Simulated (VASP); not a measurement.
# H2C9 in VASP: further runs

The runs below take H2C9 through single point, with LDA.

Everything below comes from runs of VASP 6.6.1. Logs are shortened: lines on timing, memory, paths and dates and some standing lists are left out, and cuts for length are marked.

### 1 The cell of the first run

The cell holds a slab with vacuum, 22 atoms: a = 2.497 Å, b = 4.995 Å, c = 20.566 Å, α = 90.00°, β = 90.00°, γ = 90.00°.

### 2 Single point, LDA

File INCAR:

```
PREC = Accurate ; ENCUT = 520
EDIFF = 1E-6 ; ISMEAR = 0
SIGMA = 0.05 ; LREAL = Auto
LASPH = True ; NELM = 60
ALGO = Normal ; ISIF = 2
LWAVE = False ; LCHARG = False
LDIPOL = True ; IDIPOL = 3
DIPOL = 0.5 0.5 0.357 ; GGA = CA
NBANDS = 55
```

File KPOINTS:

```
regular mesh
0
Gamma
  10 5 1
```

File POSCAR:

```
H2C9
1.0
    2.4973154970      0.0000000000      0.0000000000
    0.0000000000      4.9946309939      0.0000000000
    0.0000000000      0.0000000000     20.5658806949
C H
18 4
Direct
    0.0000000000      0.2500000000      0.2262196243
    0.0000000000      0.7500000000      0.2262196243
    0.0000000000      0.5000000000      0.2691516229
    0.0000000000      0.0000000000      0.2691516229
    0.5000000000      0.5000000000      0.3120836215
    0.5000000000      0.0000000000      0.3120836215
    0.5000000000      0.7500000000      0.3550156201
    0.5000000000      0.2500000000      0.3550156201
    0.0000000000      0.7537628762      0.3951032394
    0.0000000000      0.2457946728      0.3962437492
    0.0000000000     -0.0068828321      0.4409660699
    0.0000000000      0.5039930273      0.4330712879
    0.5000000000     -0.0102047740      0.4849222072
    0.5000000000      0.5093102886      0.4718225093
    0.5000000000      0.2563397580      0.5179560585
    0.5000000000      0.7251420054      0.5261380047
    0.0000000000      0.3620205012      0.5407756523
    0.0000000000      0.6270457260      0.5617326930
   -0.2843917683      0.2504266612      0.1890712551
    0.2843917683      0.2504266612      0.1890712551
    0.2843917683      0.7495733388      0.1890712551
   -0.2843917683      0.7495733388      0.1890712551
```

Potentials or basis: VASP PAW LDA potentials, release 64 (C, H).

On the command line:

```
cat potpaw_LDA.64/C/POTCAR potpaw_LDA.64/H/POTCAR > POTCAR
mpirun -np 1 vasp_std > vasp.out
```

OUTCAR:

```text
PREC = Accurate
   ENCUT = 520
   EDIFF = 1E-6
   ISMEAR = 0
   LREAL = Auto
   LASPH = True
   NELM = 60
   ISIF = 2
   GGA = CA

 ion  position               nearest neighbor table
   1  0.000  0.250  0.226-  19 1.04  20 1.04   3 1.53   4 1.53
   2  0.000  0.750  0.226-  21 1.04  22 1.04   3 1.53   4 1.53
   3  0.000  0.500  0.269-   1 1.53   2 1.53   5 1.53   5 1.53
   4  0.000  0.000  0.269-   1 1.53   2 1.53   6 1.53   6 1.53
   5  0.500  0.500  0.312-   7 1.53   8 1.53   3 1.53   3 1.53
   6  0.500  0.000  0.312-   7 1.53   8 1.53   4 1.53   4 1.53
   7  0.500  0.750  0.355-   9 1.50   9 1.50   5 1.53   6 1.53
   8  0.500  0.250  0.355-  10 1.51  10 1.51   5 1.53   6 1.53
   9  0.000  0.754  0.395-  12 1.47   7 1.50   7 1.50  11 1.52
  10  0.000  0.246  0.396-  12 1.50   8 1.51   8 1.51  11 1.56
  11  0.000  0.993  0.441-   9 1.52  13 1.54  13 1.54  10 1.56
  12  0.000  0.504  0.433-   9 1.47  14 1.48  14 1.48  10 1.50
  13  0.500  0.990  0.485-  15 1.49  11 1.54  11 1.54  16 1.57
  14  0.500  0.509  0.472-  12 1.48  12 1.48  16 1.55  15 1.58  17 2.03  17 2.03
  15  0.500  0.256  0.518-  17 1.43  17 1.43  13 1.49  14 1.58
  16  0.500  0.725  0.526-  18 1.53  18 1.53  14 1.55  13 1.57
  17  0.000  0.362  0.541-  18 1.39  15 1.43  15 1.43  14 2.03  14 2.03
  18  0.000  0.627  0.562-  17 1.39  16 1.53  16 1.53
  19  0.716  0.250  0.189-   1 1.04
  20  0.284  0.250  0.189-   1 1.04
  21  0.284  0.750  0.189-   2 1.04
  22  0.716  0.750  0.189-   2 1.04

  LATTYP: Found a simple orthorhombic cell.
 ALAT       =     2.4973154970
 B/A-ratio  =     2.0000000000
 C/A-ratio  =     8.2351952405

  Lattice vectors:

 A1 = (   2.4973154970,   0.0000000000,   0.0000000000)
 A2 = (   0.0000000000,   4.9946309939,   0.0000000000)
 A3 = (   0.0000000000,   0.0000000000,  20.5658806949)

Analysis of symmetry for initial positions (statically):
=====================================================================
 Subroutine PRICEL returns:
 Original cell was already a primitive cell.

 Routine SETGRP: Setting up the symmetry group for a
 simple orthorhombic supercell.

 Subroutine GETGRP returns: Found  2 space group operations
 (whereof  2 operations were pure point group operations)
 out of a pool of  8 trial point group operations.

The static configuration has the point symmetry C_1h.

Analysis of symmetry for dynamics (positions and initial velocities):
=====================================================================
 Subroutine PRICEL returns:
 Original cell was already a primitive cell.

 Routine SETGRP: Setting up the symmetry group for a
 simple orthorhombic supercell.

 Subroutine GETGRP returns: Found  2 space group operations
[... 153 lines left out ...]
   IALGO  =     38    algorithm
   IMIX   =      4    mixing-type and parameters
     AMIX     =   0.40;   BMIX     =  1.00
     AMIX_MAG =   1.60;   BMIX_MAG =  1.00
  volume/ion in A,a.u.               =      11.66        78.69
  Fermi-wavevector in a.u.,A,eV,Ry     =   1.091368  2.062387 16.205691  1.191085
  Thomas-Fermi vector in A             =   2.227612
   LORBIT       =      0    0 simple, 1 ext, 2 COOP (PROOUT), +10 PAW based schemes
   GGA     = CA    functional components
   LHFCALC =     F    Hartree Fock is set to
   AEXX    =    0.0000 exact exchange contribution
   IVDW    =     0    specifies the selected vdW correction
   LEPSILON=     F    determine dielectric tensor
   LRPA    =     F    only Hartree local field effects (RPA)
 non-spin polarized calculation
 Gauss-broadening in eV      SIGMA  =   0.05
  energy-cutoff  :      520.00
  volume of cell :      256.52
 maximum number of plane-waves:      6975
 NGX is ok and might be reduce to    20
   NGX =  9   NGY = 19   NGZ = 77

 dipolmoment           0.000000      0.000000     -0.000122 electrons x Angstroem

 number of electron      76.0000013 magnetization

 dipolmoment           0.000000      0.000000      0.305707 electrons x Angstroem

 Free energy of the ion-electron system (eV)
  ---------------------------------------------------
  ext. energy  EPLUGINS =         0.00000000
  ---------------------------------------------------
  free energy    TOTEN  =      -187.01019813 eV

  energy without entropy =     -187.01019813  energy(sigma->0) =     -187.01019813

 E-fermi :   2.3201     XC(G=0):  -6.4884

 val. band max:        2.0154812107   @ k =   0.1000   0.4000   0.0000
 cond. band min:       3.1035953401   @ k =   0.0000   0.0000   0.0000
 fundamental gap:      1.0881141294
 Fermi energy:         2.3201114572

 k-point     1 :       0.0000    0.0000    0.0000
  band No.  band energies     occupation
      1     -20.5073      2.00000
      2     -19.2528      2.00000
      3     -17.5450      2.00000
      4     -15.7827      2.00000
      5     -15.7324      2.00000
      6     -15.2290      2.00000
[... 943 lines left out ...]
     49       9.4832      0.00000
     50       9.8575      0.00000
 [bands above 50 left out]

------------------------ aborting loop because EDIFF is reached ----------------------------------------

 vacuum level on the upper side and lower side of the slab       (xc-potential included)         2.009        -2.309

  FORCE on cell =-STRESS in cart. coord.  units (eV):
  Direction    XX          YY          ZZ          XY          YZ          ZX
  --------------------------------------------------------------------------------------
  -------------------------------------------------------------------------------------
  Total       39.3605152      1.5009688     11.9140188      0.0000000      0.0500398      0.0000000
  in kB      245.8369871      9.3747156     74.4123008      0.0000000      0.3125374      0.0000000
  external PRESSURE =     109.8746678 kB  Pullay stress =       0.0000000 kB

 VOLUME and BASIS-vectors are now :
 -----------------------------------------------------------------------------
  energy-cutoff  :      520.00
  volume of cell :      256.52
      direct lattice vectors                 reciprocal lattice vectors
     2.497315497  0.000000000  0.000000000     0.400429982  0.000000000  0.000000000
     0.000000000  4.994630994  0.000000000     0.000000000  0.200214991  0.000000000
     0.000000000  0.000000000 20.565880695     0.000000000  0.000000000  0.048624225

 POSITION                                       TOTAL-FORCE (eV/Angst)
 -----------------------------------------------------------------------------------
      0.00000      1.24866      4.65241         0.000000     -0.005399      1.894287
      0.00000      3.74597      4.65241         0.000000      0.005914      1.907900
      0.00000      2.49732      5.53534         0.000000     -0.023117     -1.794297
      0.00000      0.00000      5.53534         0.000000      0.023449     -1.853786
      1.24866      2.49732      6.41827         0.000000      0.005699     -0.215623
      1.24866      0.00000      6.41827         0.000000      0.005422     -0.660178
[... 14 lines left out ...]
      0.71022      3.74384      3.88842         0.034165     -0.001789     -0.033392
      1.78710      3.74384      3.88842        -0.034165     -0.001789     -0.033392
 -----------------------------------------------------------------------------------
    total drift:                                0.000000     -0.011330     -0.010975

  FREE ENERGIE OF THE ION-ELECTRON SYSTEM (eV)
  ---------------------------------------------------
  free  energy   TOTEN  =      -187.0101981311 eV

  energy  without entropy=     -187.0101981311  energy(sigma->0) =     -187.01019813

 vacuum level on the upper side and lower side of the slab         8.066         3.639
```

OSZICAR:

```text
N       E                     dE             d eps       ncg     rms          rms(c)
DAV:   1     0.481372670554E+03    0.48137E+03   -0.36489E+04  1980   0.123E+03
DAV:   2    -0.145399433671E+03   -0.62677E+03   -0.59486E+03  2647   0.297E+02
DAV:   3    -0.198157576219E+03   -0.52758E+02   -0.52096E+02  2513   0.851E+01
[... 17 lines left out ...]
DAV:  21    -0.187010171529E+03   -0.25475E-04   -0.15237E-06  1665   0.366E-03    0.993E-04
DAV:  22    -0.187010190538E+03   -0.19009E-04   -0.14128E-06  1642   0.245E-03    0.102E-03
DAV:  23    -0.187010196146E+03   -0.56082E-05   -0.41055E-07  1661   0.180E-03    0.503E-04
DAV:  24    -0.187010197817E+03   -0.16704E-05   -0.10949E-07  1801   0.129E-03    0.257E-04
DAV:  25    -0.187010198131E+03   -0.31437E-06   -0.27863E-08  1651   0.100E-03
   1 F= -.18701020E+03 E0= -.18701020E+03  d E =-.203496E-18
```

stdout:

```text
POSCAR found type information on POSCAR C H
 POSCAR found :  2 types and      22 ions
 scaLAPACK will be used
 LDA part: xc-table for (Slater(with rela. corr.)+CA(PZ))
 , standard interpolation
 POSCAR, INCAR and KPOINTS ok, starting setup
 FFT: planning ... GRIDC
 FFT: planning ... GRID_SOFT
 FFT: planning ... GRID
 WAVECAR not read
 entering main loop
```

Run time: 5.6 min. Hardware: 1 thread of Intel Xeon 6975P-C (Granite Rapids), shared host; peak memory 0.35 GiB.

What came out:

| Property | Result |
| --- | --- |
| Free energy | -187.0102 eV |
| Largest force | 6.403 eV/Å |
| Band gap on the k mesh | 1.09 eV (least direct gap 1.16 eV) |

Forces in eV/Å, atoms in the order of the input:
```
C    0.000 -0.005  1.894
C    0.000  0.006  1.908
C    0.000 -0.023 -1.794
C    0.000  0.023 -1.854
C    0.000  0.006 -0.216
C    0.000  0.005 -0.660
C    0.000  1.086 -2.033
C    0.000 -1.101 -1.204
C    0.000  0.010  0.002
C    0.000 -0.020  0.012
C    0.000  0.014  0.013
C    0.000  0.003 -0.003
C    0.000 -0.011  0.016
C    0.000  0.014 -0.015
C    0.000 -0.074  0.021
C    0.000  0.051  0.001
C    0.000 -0.024  6.403
C    0.000  0.039 -2.355
H   -0.034  0.003 -0.034
H    0.034  0.003 -0.034
H    0.034 -0.002 -0.033
H   -0.034 -0.002 -0.033
```

### 3 Single point, LDA

File INCAR:

```
SYSTEM = H2C9
PREC = Accurate
ENCUT = 520
EDIFF = 1E-6
ISMEAR = 0
SIGMA = 0.05
LREAL = Auto
LASPH = .True.
NELM = 60
ALGO = Normal
ISIF = 2
LWAVE = .False.
LCHARG = .False.
LDIPOL = .True.
IDIPOL = 3
DIPOL = 0.5 0.5 0.359
NBANDS = 55
```

File KPOINTS:

```
regular mesh
0
Gamma
  10 5 1
  0 0 0
```

File POSCAR:

```
H2C9
1.0
    2.4973154970      0.0000000000      0.0000000000
    0.0000000000      4.9946309939      0.0000000000
    0.0000000000      0.0000000000     20.5658806949
C H
18 4
Direct
    0.0000000000      0.2500000000      0.2262196243
    0.0000000000      0.7500000000      0.2262196243
    0.0000000000      0.5000000000      0.2691516229
    0.0000000000      0.0000000000      0.2691516229
    0.5000000000      0.5000000000      0.3120836215
    0.5000000000      0.0000000000      0.3120836215
    0.5000000000      0.7500000000      0.3550156201
    0.5000000000      0.2500000000      0.3550156201
    0.0000000000      0.7532659136      0.3965602382
    0.0000000000      0.2464352324      0.3975610469
    0.0000000000     -0.0062242450      0.4432130724
    0.0000000000      0.5037678786      0.4358037362
    0.5000000000     -0.0089369211      0.4881980411
    0.5000000000      0.5087574731      0.4756461499
    0.5000000000      0.2582273093      0.5223581669
    0.5000000000      0.7251448774      0.5307516917
    0.0000000000      0.3618035665      0.5475344195
    0.0000000000      0.6284141999      0.5684914602
   -0.2843917683      0.2504266612      0.1890712551
    0.2843917683      0.2504266612      0.1890712551
    0.2843917683      0.7495733388      0.1890712551
   -0.2843917683      0.7495733388      0.1890712551
```

Potentials or basis: VASP PAW LDA potentials, release 64 (C, H).

On the command line:

```
cat potpaw_LDA.64/C/POTCAR potpaw_LDA.64/H/POTCAR > POTCAR
mpirun -np 1 vasp_std > vasp.out
```

Run time: 4.4 min. Hardware: 1 thread of Intel Xeon 6975P-C (Granite Rapids), shared host; peak memory 0.35 GiB.

The run converged. Its results:

| Item | Value |
| --- | --- |
| Free energy | -187.4054 eV |
| Largest force | 5.084 eV/Å |
| Band gap on the k mesh | 1.18 eV |

Forces on the atoms (eV/Å):
```
C    0.000 -0.003  1.898
C    0.000  0.002  1.911
C    0.000 -0.021 -1.789
C    0.000  0.019 -1.839
C    0.000  0.006 -0.027
C    0.000  0.001 -0.407
C    0.000  0.950 -0.964
C    0.000 -0.960 -0.284
C    0.000  0.019 -0.007
C    0.000 -0.016 -0.005
C    0.000 -0.006 -0.002
C    0.000  0.006  0.003
C    0.000 -0.004  0.007
C    0.000  0.013 -0.023
C    0.000 -0.030  0.023
C    0.000  0.035  0.008
C    0.000 -0.046  5.084
C    0.000  0.040 -3.449
H   -0.034  0.000 -0.035
H    0.034  0.000 -0.035
H    0.034 -0.002 -0.034
H   -0.034 -0.002 -0.034
```

Levels at points of the mesh, in eV from the valence-band top:
| k point | band 34 | band 35 | band 36 | band 37 | band 38 | band 39 | band 40 | band 41 | band 42 | band 43 |
| --- | --- | --- | --- | --- | --- | --- | --- | --- | --- | --- |
| (0.00, 0.00, 0.00) | -1.78 | -1.44 | -0.48 | -0.19 | 0.00 | 1.18 | 2.49 | 3.02 | 3.77 | 3.94 |
| (0.50, 0.00, 0.00) | -3.61 | -3.49 | -3.02 | -2.95 | -1.66 | 1.34 | 3.90 | 4.02 | 4.67 | 5.57 |

### 4 Single point, LDA

File INCAR:

```
  ALGO = Normal
  DIPOL = 0.5 0.5 0.360
  EDIFF = 1E-6
  ENCUT = 520
  IDIPOL = 3
  ISIF = 2
  ISMEAR = 0
  LASPH = T
  LCHARG = F
  LDIPOL = T
  LREAL = Auto
  LWAVE = F
  NBANDS = 55
  NELM = 60
  PREC = Accurate
  SIGMA = 0.05
```

File KPOINTS:

```
k-points
0
Gamma
  10 5 1
```

File POSCAR:

```
H2C9
1.0
    2.4973154970      0.0000000000      0.0000000000
    0.0000000000      4.9946309939      0.0000000000
    0.0000000000      0.0000000000     20.5658806949
C H
18 4
Direct
    0.0000000000      0.2500000000      0.2262196243
    0.0000000000      0.7500000000      0.2262196243
    0.0000000000      0.5000000000      0.2691516229
    0.0000000000      0.0000000000      0.2691516229
    0.5000000000      0.5000000000      0.3120836215
    0.5000000000      0.0000000000      0.3120836215
    0.5000000000      0.7500000000      0.3550156201
    0.5000000000      0.2500000000      0.3550156201
    0.0000000000      0.7528084488      0.3980636188
    0.0000000000      0.2470549276      0.3989142107
    0.0000000000     -0.0055171762      0.4455509283
    0.0000000000      0.5034764185      0.4386071499
    0.5000000000     -0.0074887825      0.4916216971
    0.5000000000      0.5081485855      0.4795914819
    0.5000000000      0.2602240526      0.5270723388
    0.5000000000      0.7252212427      0.5354980415
    0.0000000000      0.3615241890      0.5546335562
    0.0000000000      0.6298532473      0.5752502274
   -0.2843917683      0.2504266612      0.1890712551
    0.2843917683      0.2504266612      0.1890712551
    0.2843917683      0.7495733388      0.1890712551
   -0.2843917683      0.7495733388      0.1890712551
```

On the command line:

```
cat potpaw_LDA.64/C/POTCAR potpaw_LDA.64/H/POTCAR > POTCAR
mpirun -np 1 vasp_std > vasp.out
```

Wall time 5 min (1 thread of Intel Xeon 6975P-C (Granite Rapids), shared host); peak memory 0.35 GiB.

It converged, with:

| Item | Value |
| --- | --- |
| Free energy | -187.4978 eV |
| Largest force | 4.416 eV/Å |
| Band gap on the k mesh | 1.13 eV |

Forces on the atoms (eV/Å):
```
C    0.000  0.001  1.903
C    0.000  0.000  1.913
C    0.000 -0.016 -1.785
C    0.000  0.017 -1.825
C    0.000  0.007  0.160
C    0.000  0.000 -0.161
C    0.000  0.824  0.064
C    0.000 -0.825  0.598
C    0.000  0.016 -0.007
C    0.000 -0.010 -0.006
C    0.000 -0.010  0.007
C    0.000  0.000  0.007
C    0.000  0.003  0.002
C    0.000  0.005 -0.025
C    0.000 -0.023  0.019
C    0.000  0.026  0.016
C    0.000 -0.054  3.680
C    0.000  0.035 -4.415
H   -0.035  0.000 -0.036
H    0.035  0.000 -0.036
H    0.035  0.001 -0.036
H   -0.035  0.001 -0.036
```

Levels at points of the mesh, in eV from the valence-band top:
```
           k point  band 34  band 35  band 36  band 37  band 38  band 39  band 40  band 41  band 42  band 43
(0.00, 0.00, 0.00)    -1.55    -1.40    -0.52    -0.45     0.00     1.13     2.29     3.00     3.93     4.04
(0.50, 0.00, 0.00)    -3.47    -3.29    -3.05    -2.67    -1.76     1.20     3.82     3.97     4.55     5.36
```

### 5 Summary

| cell | gap on the mesh (eV) | largest force (eV/Å) |
| --- | --- | --- |
| as given, atomic positions A | 1.09 | 6.40 |
| as given, atomic positions B | 1.18 | 5.08 |
| as given, atomic positions C | 1.13 | 4.42 |

Alike in all rows: task single point; level LDA; potentials or basis VASP PAW LDA potentials, release 64 (C, H); no spin polarisation; k mesh 10 × 5 × 1; cutoff (eV) 520; smearing gaussian 0.05 eV.

Absolute energies hang on the potentials; compare differences alone.
